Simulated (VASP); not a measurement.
# Si62Sb (a cell with a defect) in VASP: relaxation of the atoms with PBE+D3(BJ)

Aim: the relaxation of the atoms of Si62Sb (a cell with a defect) with PBE+D3(BJ).

Everything below comes from runs of VASP 6.6.1. Logs are shortened: lines on timing, memory, paths and dates and some standing lists are left out, and cuts for length are marked.

## 1. The cell of the first run

The cell holds a defect, 63 atoms: a = 10.860 Å, b = 10.860 Å, c = 10.860 Å, α = 90.00°, β = 90.00°, γ = 90.00°.

## 2. Relaxation of the atoms, PBE+D3(BJ)

Contents of INCAR:

```
PREC = Accurate
ENCUT = 520
EDIFF = 1E-6
ISMEAR = -1
SIGMA = 0.05
LREAL = Auto
LASPH = True
NELM = 80
ALGO = Normal
ISIF = 2
LWAVE = False
LCHARG = False
GGA = PE
IVDW = 12
IBRION = 2
NSW = 80
EDIFFG = -0.03
NELECT = 252.0
NCORE = 4
```

Contents of KPOINTS:

```
regular mesh
0
Gamma
  1 1 1
```

Contents of POSCAR:

```
Si62Sb
1.0
   10.8600000000      0.0000000000      0.0000000000
    0.0000000000     10.8600000000      0.0000000000
    0.0000000000      0.0000000000     10.8600000000
Si Sb
62 1
Direct
    0.5000000000      0.0000000000      0.0000000000
    0.6250000000      0.1250000000      0.1250000000
    0.7500000000      0.2500000000      0.0000000000
    0.8750000000      0.3750000000      0.1250000000
    0.7500000000      0.0000000000      0.2500000000
    0.8750000000      0.1250000000      0.3750000000
    0.0000000000      0.0000000000      0.0000000000
    0.1250000000      0.1250000000      0.1250000000
    0.2500000000      0.2500000000      0.0000000000
    0.3750000000      0.3750000000      0.1250000000
    0.5000000000      0.5000000000      0.0000000000
    0.6250000000      0.6250000000      0.1250000000
    0.7500000000      0.7500000000      0.0000000000
    0.8750000000      0.8750000000      0.1250000000
    0.2500000000      0.0000000000      0.2500000000
    0.3750000000      0.1250000000      0.3750000000
    0.5000000000      0.2500000000      0.2500000000
    0.6250000000      0.3750000000      0.3750000000
    0.7500000000      0.5000000000      0.2500000000
    0.8750000000      0.6250000000      0.3750000000
    0.5000000000      0.0000000000      0.5000000000
    0.6250000000      0.1250000000      0.6250000000
    0.7500000000      0.2500000000      0.5000000000
    0.8750000000      0.3750000000      0.6250000000
    0.7500000000      0.0000000000      0.7500000000
    0.8750000000      0.1250000000      0.8750000000
    0.0000000000      0.5000000000      0.0000000000
    0.1250000000      0.6250000000      0.1250000000
    0.2500000000      0.7500000000      0.0000000000
    0.0000000000      0.2500000000      0.2500000000
    0.1250000000      0.3750000000      0.3750000000
    0.2500000000      0.5000000000      0.2500000000
    0.3750000000      0.6250000000      0.3750000000
    0.6250000000      0.8750000000      0.3750000000
    0.0000000000      0.0000000000      0.5000000000
    0.1250000000      0.1250000000      0.6250000000
    0.2500000000      0.2500000000      0.5000000000
    0.3750000000      0.3750000000      0.6250000000
    0.5000000000      0.5000000000      0.5000000000
    0.6250000000      0.6250000000      0.6250000000
    0.7500000000      0.7500000000      0.5000000000
    0.8750000000      0.8750000000      0.6250000000
    0.2500000000      0.0000000000      0.7500000000
    0.3750000000      0.1250000000      0.8750000000
    0.5000000000      0.2500000000      0.7500000000
    0.6250000000      0.3750000000      0.8750000000
    0.7500000000      0.5000000000      0.7500000000
    0.8750000000      0.6250000000      0.8750000000
    0.0000000000      0.7500000000      0.2500000000
    0.1250000000      0.8750000000      0.3750000000
    0.0000000000      0.5000000000      0.5000000000
    0.1250000000      0.6250000000      0.6250000000
    0.2500000000      0.7500000000      0.5000000000
    0.3750000000      0.8750000000      0.6250000000
    0.0000000000      0.2500000000      0.7500000000
    0.1250000000      0.3750000000      0.8750000000
    0.2500000000      0.5000000000      0.7500000000
    0.3750000000      0.6250000000      0.8750000000
    0.5000000000      0.7500000000      0.7500000000
    0.6250000000      0.8750000000      0.8750000000
    0.0000000000      0.7500000000      0.7500000000
    0.1250000000      0.8750000000      0.8750000000
    0.5000000000      0.7500000000      0.2500000000
```

Potentials or basis: VASP PAW PBE potentials, release 64 (Si, Sb).

Started as:

```
$ cat potpaw_PBE.64/Si/POTCAR potpaw_PBE.64/Sb/POTCAR > POTCAR
$ mpirun -np 4 vasp_gam > vasp.out
```

OUTCAR:

```text
PREC = Accurate
   ENCUT = 520
   EDIFF = 1E-6
   ISMEAR = -1
   LREAL = Auto
   LASPH = True
   NELM = 80
   ISIF = 2
   GGA = PE
   IVDW = 12
   IBRION = 2
   NSW = 80
   EDIFFG = -0.03
   NELECT = 252.0
 IVDW          = 12

 ion  position               nearest neighbor table
   1  0.500  0.000  0.000-   2 2.35  44 2.35  60 2.35
   2  0.625  0.125  0.125-   1 2.35   3 2.35   5 2.35  17 2.35
   3  0.750  0.250  0.000-   2 2.35   4 2.35  26 2.35  46 2.35
   4  0.875  0.375  0.125-   3 2.35  19 2.35  27 2.35  30 2.35
   5  0.750  0.000  0.250-   2 2.35   6 2.35  14 2.35  34 2.35
   6  0.875  0.125  0.375-   5 2.35  23 2.35  30 2.35  35 2.35
   7  0.000  0.000  0.000-   8 2.35  14 2.35  26 2.35  62 2.35
   8  0.125  0.125  0.125-   7 2.35   9 2.35  15 2.35  30 2.35
   9  0.250  0.250  0.000-   8 2.35  10 2.35  44 2.35  56 2.35
  10  0.375  0.375  0.125-   9 2.35  11 2.35  17 2.35  32 2.35
  11  0.500  0.500  0.000-  10 2.35  12 2.35  46 2.35  58 2.35
  12  0.625  0.625  0.125-  11 2.35  13 2.35  19 2.35  63 2.35
  13  0.750  0.750  0.000-  12 2.35  14 2.35  48 2.35  60 2.35
  14  0.875  0.875  0.125-   5 2.35   7 2.35  13 2.35  49 2.35
  15  0.250  0.000  0.250-   8 2.35  16 2.35  50 2.35
  16  0.375  0.125  0.375-  15 2.35  17 2.35  21 2.35  37 2.35
  17  0.500  0.250  0.250-   2 2.35  10 2.35  16 2.35  18 2.35
[... 43 lines left out ...]
  61  0.000  0.750  0.750-  42 2.35  48 2.35  52 2.35  62 2.35
  62  0.125  0.875  0.875-   7 2.35  29 2.35  43 2.35  61 2.35
  63  0.500  0.750  0.250-  12 2.35  33 2.35  34 2.35

  LATTYP: Found a simple cubic cell.
 ALAT       =    10.8600000000

  Lattice vectors:

 A1 = (  10.8600000000,   0.0000000000,   0.0000000000)
 A2 = (   0.0000000000,  10.8600000000,   0.0000000000)
 A3 = (   0.0000000000,   0.0000000000,  10.8600000000)

Analysis of symmetry for initial positions (statically):
=====================================================================
 Subroutine PRICEL returns:
 Original cell was already a primitive cell.

 Routine SETGRP: Setting up the symmetry group for a
 simple cubic supercell.

 Subroutine GETGRP returns: Found  6 space group operations
 (whereof  2 operations were pure point group operations)
 out of a pool of 48 trial point group operations.

The static configuration has the point symmetry C_1h.
 The point group associated with its full space group is C_3v.

Analysis of symmetry for dynamics (positions and initial velocities):
=====================================================================
 Subroutine PRICEL returns:
 Original cell was already a primitive cell.

 Routine SETGRP: Setting up the symmetry group for a
 simple cubic supercell.

 Subroutine GETGRP returns: Found  6 space group operations
 (whereof  2 operations were pure point group operations)
 out of a pool of 48 trial point group operations.

The dynamic configuration has the point symmetry C_1h.
 The point group associated with its full space group is C_3v.

 Subroutine INISYM returns: Found  6 space group operations
 (whereof  2 operations are pure point group operations),
 and found     1 'primitive' translations

----------------------------------------------------------------------------------------

                                     Primitive cell

  volume of cell :    1280.8241

  direct lattice vectors                    reciprocal lattice vectors
    10.860000000  0.000000000  0.000000000     0.092081031  0.000000000  0.000000000
     0.000000000 10.860000000  0.000000000     0.000000000  0.092081031  0.000000000
     0.000000000  0.000000000 10.860000000     0.000000000  0.000000000  0.092081031

  length of vectors
    10.860000000 10.860000000 10.860000000     0.092081031  0.092081031  0.092081031

  position of ions in fractional coordinates (direct lattice)
     0.500000000  0.000000000  0.000000000
     0.625000000  0.125000000  0.125000000
     0.750000000  0.250000000  0.000000000
     0.875000000  0.375000000  0.125000000
     0.750000000  0.000000000  0.250000000
     0.875000000  0.125000000  0.375000000
[... 55 lines left out ...]
     0.125000000  0.875000000  0.875000000
     0.500000000  0.750000000  0.250000000

  ion indices of the primitive-cell ions
   primitive index   ion index
                 1           1
                 2           2
                 3           3
                 4           4
                 5           5
                 6           6
[... 55 lines left out ...]
                62          62
                63          63

----------------------------------------------------------------------------------------

 KPOINTS: regular mesh

Automatic generation of k-mesh.
 Grid dimensions read from file:
 generate k-points for:    1    1    1

 Generating k-lattice:

  Cartesian coordinates                     Fractional coordinates (reciprocal lattice)
     0.092081031  0.000000000  0.000000000     1.000000000  0.000000000  0.000000000
     0.000000000  0.092081031  0.000000000     0.000000000  1.000000000  0.000000000
     0.000000000  0.000000000  0.092081031     0.000000000  0.000000000  1.000000000

  Length of vectors
     0.092081031  0.092081031  0.092081031

  Shift w.r.t. Gamma in fractional coordinates (k-lattice)
     0.000000000  0.000000000  0.000000000

 Subroutine IBZKPT returns following result:
 ===========================================

 Found      1 irreducible k-points:

 Following reciprocal coordinates:
            Coordinates               Weight
  0.000000  0.000000  0.000000      1.000000
   k-points           NKPTS =      1   k-points in BZ     NKDIM =      1   number of bands    NBANDS=    158
   number of dos      NEDOS =    301   number of ions     NIONS =     63
   total plane-waves  NPLWV = 592704
   dimension x,y,z NGX =    84 NGY =   84 NGZ =   84
   dimension x,y,z NGXF=   168 NGYF=  168 NGZF=  168
   ions per type =              62   1
   NGX,Y,Z   is equivalent  to a cutoff of  12.86, 12.86, 12.86 a.u.
   NGXF,Y,Z  is equivalent  to a cutoff of  25.72, 25.72, 25.72 a.u.
 SYSTEM =  unknown system
   PREC   = accura    normal or accurate (medium, high low for compatibility)
   ISTART =      0    job   : 0-new  1-cont  2-samecut
   ICHARG =      2    charge: 1-file 2-atom 10-const
   ISPIN  =      1    spin polarized calculation?
   LNONCOLLINEAR =      F non collinear calculations
   LSORBIT =      F    spin-orbit coupling
   LASPH  =      T    aspherical Exc in radial PAW
   ENCUT  =  520.0 eV  38.22 Ry    6.18 a.u.  20.19 20.19 20.19*2*pi/ulx,y,z
   NELM   =     80;   NELMIN=  2; NELMDL= -5     # of ELM steps
   EDIFF  = 0.1E-05   stopping-criterion for ELM
   LREAL  =      T    real-space projection
   EDIFFG = -.3E-01   stopping-criterion for IOM
   NSW    =     80    number of steps for IOM
   IBRION =      2    ionic relax: 0-MD 1-quasi-New 2-CG
   NFREE  =      1    steps in history (QN), initial steepest desc. (CG)
   ISIF   =      2    stress and relaxation
   ISYM   =      2    0-nonsym 1-usesym 2-fastsym
   POTIM  = 0.5000    time-step for ionic-motion
   TEBEG  =    0.0;   TEEND  =   0.0 temperature during run
   PSTRESS=    0.0 pullay stress
   NELECT =     252.0000    total number of electrons
   NUPDOWN=      -1.0000    fix difference up-down
   EMIN   =  10.00;   EMAX   =-10.00  energy-range for DOS
   EFERMI =   0.00;   METHOD = LEGACY
   ISMEAR =    -1;   SIGMA  =   0.05  broadening in eV -4-tet -1-fermi 0-gaus
   EFERMI_NEDOS =   21; number of points for ismear=-14 and -15
   IALGO  =     38    algorithm
   IMIX   =      4    mixing-type and parameters
     AMIX     =   0.40;   BMIX     =  1.00
     AMIX_MAG =   1.60;   BMIX_MAG =  1.00
  volume/ion in A,a.u.               =      20.33       137.20
  Fermi-wavevector in a.u.,A,eV,Ry     =   0.952164  1.799329 12.335269  0.906617
  Thomas-Fermi vector in A             =   2.080702
   LORBIT       =      0    0 simple, 1 ext, 2 COOP (PROOUT), +10 PAW based schemes
   GGA     = PE    functional components
   LHFCALC =     F    Hartree Fock is set to
   AEXX    =    0.0000 exact exchange contribution
   IVDW    =    12    specifies the selected vdW correction
   LEPSILON=     F    determine dielectric tensor
   LRPA    =     F    only Hartree local field effects (RPA)
 conjugate gradient relaxation of ions
 non-spin polarized calculation
  energy-cutoff  :      520.00
  volume of cell :     1280.82
 maximum number of plane-waves:     17229
 NGX is ok and might be reduce to    84
   NGX = 41   NGY = 41   NGZ = 41

--------------------------------------- Ionic step        1  -------------------------------------------

 number of electron     251.9999969 magnetization

 Free energy of the ion-electron system (eV)
  ---------------------------------------------------
  ext. energy  EPLUGINS =         0.00000000
  ---------------------------------------------------
  free energy    TOTEN  =      -336.10545945 eV

  energy without entropy =     -335.97757960  energy(sigma->0) =     -336.04151953

------------------------ aborting loop because EDIFF is reached ----------------------------------------

 Edisp (eV)  -20.15752

 E6    (eV) :   -11.7749
[... 294 lines left out ...]
  FREE ENERGIE OF THE ION-ELECTRON SYSTEM (eV)
  ---------------------------------------------------
  free  energy   TOTEN  =      -357.2273697150 eV

  energy  without entropy=     -357.1678794317  energy(sigma->0) =     -357.19762457

[... ionic steps 4 to 17 ...]

--------------------------------------- Ionic step       18  -------------------------------------------

 number of electron     251.9999981 magnetization

------------------------ aborting loop because EDIFF is reached ----------------------------------------
[... 201 lines left out ...]
--------------------------------------- Ionic step       20  -------------------------------------------

 number of electron     251.9999982 magnetization

 Free energy of the ion-electron system (eV)
  ---------------------------------------------------
  ext. energy  EPLUGINS =         0.00000000
  ---------------------------------------------------
  free energy    TOTEN  =      -337.28302146 eV

  energy without entropy =     -337.21718037  energy(sigma->0) =     -337.25010092

 E-fermi :   6.2469     XC(G=0):  -9.3510

 val. band max:        6.1247592991   @ k =   0.0000   0.0000   0.0000
 cond. band min:       6.4144305433   @ k =   0.0000   0.0000   0.0000
 fundamental gap:      0.2896712442
 Fermi energy:         6.2468871386

 k-point     1 :       0.0000    0.0000    0.0000
  band No.  band energies     occupation
      1      -6.1426      2.00000
      2      -5.1090      2.00000
      3      -5.0830      2.00000
      4      -5.0830      2.00000
      5      -5.0763      2.00000
      6      -5.0763      2.00000
[... 130 lines left out ...]
    137       7.0158      0.00000
    138       7.0506      0.00000
 [bands above 138 left out]

------------------------ aborting loop because EDIFF is reached ----------------------------------------

 Edisp (eV)  -20.13427

 E6    (eV) :   -11.7616
[... 88 lines left out ...]
  FREE ENERGIE OF THE ION-ELECTRON SYSTEM (eV)
  ---------------------------------------------------
  free  energy   TOTEN  =      -357.4172925209 eV

  energy  without entropy=     -357.3514514267  energy(sigma->0) =     -357.38437197

 reached required accuracy - stopping structural energy minimisation
```

It took 16 min on 4 MPI ranks of Intel Xeon Platinum 8259CL at 2.50GHz (Skylake/Cascade Lake), shared host; peak memory 0.44 GiB.

What came out:

```yaml
Free_energy: -357.4173 eV
Energy_gained_by_relaxing: 18.3 meV/atom
Ionic_steps: 20
Largest_force_after_relaxing: 0.026 eV/Å
Dispersion_energy_per_atom: -0.320 eV
```

Forces in eV/Å, atoms in the order of the input:
```
Si   0.022  0.009 -0.009
Si   0.010  0.000  0.013
Si  -0.002  0.000 -0.006
Si   0.002 -0.002 -0.013
Si  -0.006 -0.010  0.012
Si   0.002  0.001  0.000
Si  -0.008  0.000  0.000
Si   0.003 -0.003 -0.012
Si   0.000  0.008  0.000
Si   0.004  0.002  0.004
Si   0.012  0.006  0.010
Si   0.004 -0.004  0.004
Si  -0.006 -0.012  0.010
Si  -0.002 -0.004  0.004
Si  -0.009  0.009  0.022
Si   0.013  0.000  0.010
Si  -0.001  0.005 -0.001
Si  -0.005  0.008 -0.005
Si  -0.004  0.004 -0.017
Si  -0.008  0.005 -0.005
Si   0.012 -0.010 -0.006
Si   0.000  0.001  0.002
Si  -0.006  0.003 -0.006
Si   0.008 -0.008  0.008
Si  -0.002  0.006  0.000
Si   0.002  0.002 -0.002
Si   0.000  0.002 -0.006
Si   0.000 -0.010  0.013
Si  -0.009 -0.022 -0.009
Si   0.007 -0.007 -0.007
Si  -0.001 -0.002  0.000
Si   0.010  0.006  0.012
Si   0.004 -0.004  0.004
Si   0.004 -0.004  0.004
Si   0.000  0.006 -0.002
Si  -0.002  0.002  0.002
Si  -0.006  0.000 -0.002
Si  -0.013 -0.002  0.002
Si  -0.017  0.004 -0.004
Si  -0.005  0.005 -0.008
Si  -0.004  0.017 -0.004
Si   0.002  0.013  0.002
Si   0.000  0.000 -0.008
Si  -0.012 -0.003  0.003
Si  -0.007 -0.007  0.007
Si   0.000 -0.002 -0.001
Si  -0.006  0.006 -0.003
Si   0.002  0.000 -0.001
Si  -0.005  0.001 -0.001
Si   0.000 -0.013  0.010
Si  -0.003  0.006 -0.006
Si  -0.001  0.000  0.002
Si   0.010 -0.012 -0.006
Si   0.004 -0.004 -0.002
Si   0.005 -0.005  0.005
Si  -0.002 -0.002 -0.002
Si  -0.006  0.002  0.000
Si   0.013 -0.010  0.000
Si  -0.001  0.001 -0.005
Si   0.010 -0.013  0.000
Si   0.007  0.007  0.007
Si   0.003  0.012  0.003
Sb  -0.015  0.015 -0.015
```

The path:
```
step  energy change (eV)  largest force (eV/Å)  pressure (GPa)
   1              0.0000                3.1234           -0.45
   2             -0.9277                1.1889           -0.78
   3             -0.9644                0.7552           -0.82
   4             -1.0537                0.5491           -0.87
   5             -1.0676                0.4292           -0.90
   6             -1.1015                0.3038           -0.94
   7             -1.1106                0.1671           -0.96
   8             -1.1309                0.0930           -0.99
   9             -1.1331                0.1277           -1.01
  10             -1.1419                0.0646           -1.03
  11             -1.1424                0.0669           -1.04
  12             -1.1460                0.0419           -1.04
  13             -1.1461                0.0495           -1.04
  14             -1.1487                0.0369           -1.04
  15             -1.1493                0.0460           -1.03
  16             -1.1511                0.0410           -1.02
  17             -1.1513                0.0413           -1.02
  18             -1.1527                0.0339           -1.01
  19             -1.1528                0.0353           -1.00
  20             -1.1543                0.0261           -0.99
```

Final structure:
```
Si Sb
1.0
    10.86000    0.00000    0.00000
     0.00000   10.86000    0.00000
     0.00000    0.00000   10.86000
Si Sb
62 1
Direct
  0.49957 0.00181 0.99819
  0.62363 0.12281 0.12688
  0.74917 0.24917 0.99959
  0.87548 0.37452 0.12595
  0.75158 0.00015 0.25035
  0.87616 0.12487 0.37521
  0.99943 0.99998 0.00002
  0.12545 0.12455 0.12364
  0.25002 0.25057 0.00002
  0.37534 0.37437 0.12534
  0.50035 0.49842 0.99985
  0.62976 0.62024 0.12078
  0.75158 0.74965 0.99985
  0.87563 0.87466 0.12534
  0.24819 0.00181 0.24957
  0.37688 0.12281 0.37363
  0.50055 0.25002 0.25055
  0.62595 0.37383 0.37595
  0.75066 0.49934 0.25224
  0.87617 0.62405 0.37595
  0.50035 0.00015 0.50158
  0.62521 0.12487 0.62616
  0.75061 0.24931 0.50061
  0.87537 0.37463 0.62537
  0.74917 0.00041 0.75083
  0.87487 0.12465 0.87535
  0.00083 0.50083 0.99959
  0.12719 0.62637 0.12688
  0.24819 0.75043 0.99819
  0.00008 0.24992 0.25038
  0.12512 0.37384 0.37521
  0.24985 0.49842 0.25035
  0.37078 0.62024 0.37976
  0.62976 0.87922 0.37976
  0.00083 0.00041 0.49917
  0.12535 0.12465 0.62487
  0.24959 0.24917 0.49917
  0.37595 0.37452 0.62548
  0.50224 0.49934 0.50066
  0.62595 0.62405 0.62617
  0.75066 0.74776 0.50066
  0.87548 0.87405 0.62548
  0.25002 0.99998 0.74943
  0.37364 0.12455 0.87545
  0.50038 0.24992 0.75008
  0.62521 0.37384 0.87513
  0.75061 0.49939 0.75069
  0.87616 0.62479 0.87513
  0.99998 0.74945 0.25055
  0.12719 0.87312 0.37363
  0.00069 0.49939 0.50061
  0.12512 0.62479 0.62616
  0.24985 0.74965 0.50158
  0.37534 0.87466 0.62563
  0.99991 0.25009 0.74991
  0.12535 0.37513 0.87535
  0.24959 0.50083 0.75083
  0.37688 0.62637 0.87719
  0.50055 0.74945 0.74998
  0.62363 0.87312 0.87719
  0.00008 0.74962 0.75008
  0.12545 0.87636 0.87545
  0.47433 0.77567 0.22433
```

Caveat: the k points lie up to 0.58 Å⁻¹ apart; the cell carries a net charge on a neutralising background, which shifts energy and pressure; the cell is charged against a uniform background, so pressure and absolute levels hang on convention; spin-orbit coupling is left out, which moves the levels of the heavy elements.
